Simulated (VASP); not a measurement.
A run of VASP 6.6.1 is set up as follows.

File POSCAR:

```
Ag
1.0
    2.9052090038      0.0000000000      0.0000000000
   -1.4526045019      2.5159848006      0.0000000000
    0.0000000000      0.0000000000      9.4669946005
Ag
4
Direct
    0.3333333333      0.6666666667      0.2500000000
    0.6666666667      0.3333333333      0.7500000000
    0.0000000000      0.0000000000      0.0000000000
    0.0000000000      0.0000000000      0.5000000000
```

Contents of INCAR.step1:

```
SYSTEM = Ag
PREC = Accurate ; ENCUT = 520
ISMEAR = 0 ; SIGMA = 0.1
LREAL = .False. ; LASPH = .True.
NELM = 80 ; NBANDS = 30
GGA = PE ; ALGO = Normal
EDIFF = 1E-4 ; LWAVE = .True.
LCHARG = .False.
```

The input INCAR.step2:

```
SYSTEM = Ag
PREC = Accurate ; ENCUT = 520
EDIFF = 1E-7 ; ISMEAR = 0
SIGMA = 0.1 ; LREAL = .False.
LASPH = .True. ; NELM = 80
ALGO = Normal ; ISIF = 2
LWAVE = .False. ; LCHARG = .True.
METAGGA = R2SCAN ; LMIXTAU = .True.
LELF = .True. ; LVHAR = .True.
NBANDS = 30 ; ISTART = 1
```

The input KPOINTS:

```
Automatic mesh
0
Gamma
  18 18 4
  0 0 0
```

Potentials or basis: VASP PAW PBE potentials, release 64 (Ag).

Launch:

```console
$ cat potpaw_PBE.64/Ag/POTCAR > POTCAR
$ cp INCAR.step1 INCAR
$ mpirun -np 1 vasp_std > vasp.out
$ cp INCAR.step2 INCAR
$ mpirun -np 1 vasp_std > vasp.out
```

Question: Estimate the band gap on the k mesh.

Answer: Zero (band 22 reaches 11.79 eV, above the bottom of band 23 at 4.86 eV).

Question: Predict the pressure.

Answer: 0.1 GPa.

Caveat: the PAW data sets were made with another functional, which shifts forces and pressure a little.
